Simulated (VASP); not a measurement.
Input of a VASP 6.6.1 run:

The input POSCAR:

```
MnS
1.0
    0.0000000000      2.6045000000      2.6045000000
    2.6045000000      0.0000000000      2.6045000000
    2.6045000000      2.6045000000      0.0000000000
Mn S
1 1
Direct
    0.0000000000      0.0000000000      0.0000000000
    0.5000000000      0.5000000000      0.5000000000
```

The input INCAR.step1:

```
PREC     = Accurate       # precision mode
ENCUT    = 520            # plane-wave cutoff, eV
EDIFF    = 1E-7           # SCF threshold, eV
ISMEAR   = -1             # smearing method
SIGMA    = 0.05           # smearing width, eV
LREAL    = F              # projectors in reciprocal space
LASPH    = T              # aspherical terms in the spheres
NELM     = 150            # most SCF steps
ALGO     = Normal         # electronic algorithm
ISIF     = 2              # what is computed and relaxed
LWAVE    = F              # write WAVECAR
LCHARG   = T              # write CHGCAR
ISPIN    = 2              # spin polarisation
MAGMOM   = 4 0            # initial moments
LMAXMIX  = 4              # l up to which the mixer works
LDAU     = T              # DFT+U
LDAUTYPE = 2            
LDAUL    = 2 -1           # shell
LDAUU    = 3 0            # U, eV
LDAUJ    = 0 0          
LDAUPRINT= 1            
GGA      = PE             # functional
NBANDS   = 20             # bands
```

KPOINTS.step1

```
regular mesh
0
Gamma
  7 7 7
```

The input INCAR.step2:

```
PREC     = Accurate       # precision mode
ENCUT    = 520            # plane-wave cutoff, eV
EDIFF    = 1E-7           # SCF threshold, eV
ISMEAR   = -5             # smearing method
SIGMA    = 0.05           # smearing width, eV
LREAL    = F              # projectors in reciprocal space
LASPH    = T              # aspherical terms in the spheres
NELM     = 150            # most SCF steps
ALGO     = Normal         # electronic algorithm
ISIF     = 2              # what is computed and relaxed
LWAVE    = F              # write WAVECAR
LCHARG   = F              # write CHGCAR
ISPIN    = 2              # spin polarisation
MAGMOM   = 4 0            # initial moments
LORBIT   = 11             # projections on sites
LMAXMIX  = 4              # l up to which the mixer works
LDAU     = T              # DFT+U
LDAUTYPE = 2            
LDAUL    = 2 -1           # shell
LDAUU    = 3 0            # U, eV
LDAUJ    = 0 0          
LDAUPRINT= 1            
GGA      = PE             # functional
NBANDS   = 20             # bands
NEDOS    = 1001           # points of the DOS
ICHARG   = 11             # starting density
```

The input KPOINTS.step2:

```
regular mesh
0
Gamma
  11 11 11
```

Potentials or basis: VASP PAW PBE potentials, release 64 (Mn_pv, S).

Run with:

```bash
$ cat potpaw_PBE.64/Mn_pv/POTCAR potpaw_PBE.64/S/POTCAR > POTCAR
$ cp INCAR.step1 INCAR
$ cp KPOINTS.step1 KPOINTS
$ mpirun -np 1 vasp_std > vasp.out
$ cp INCAR.step2 INCAR
$ cp KPOINTS.step2 KPOINTS
$ mpirun -np 1 vasp_std > vasp.out
```

Question: Predict the net moment.

Answer: 5.00 μB per cell.

Question: Estimate the site moments.

Answer: Mn +4.55; S +0.10 μB.

Eigenvalues of the final occupation matrices:
| site | spin | trace | eigenvalues |
| --- | --- | --- | --- |
| site 1 d | 1 | 4.69 | 0.93 0.93 0.93 0.95 0.95 |
| site 1 d | 2 | 0.22 | 0.02 0.02 0.02 0.08 0.08 |

Caveat: a cell with one magnetic atom can't hold antiferromagnetic order, which such compounds often take. The state reached can hang on the start; a lower one may exist.
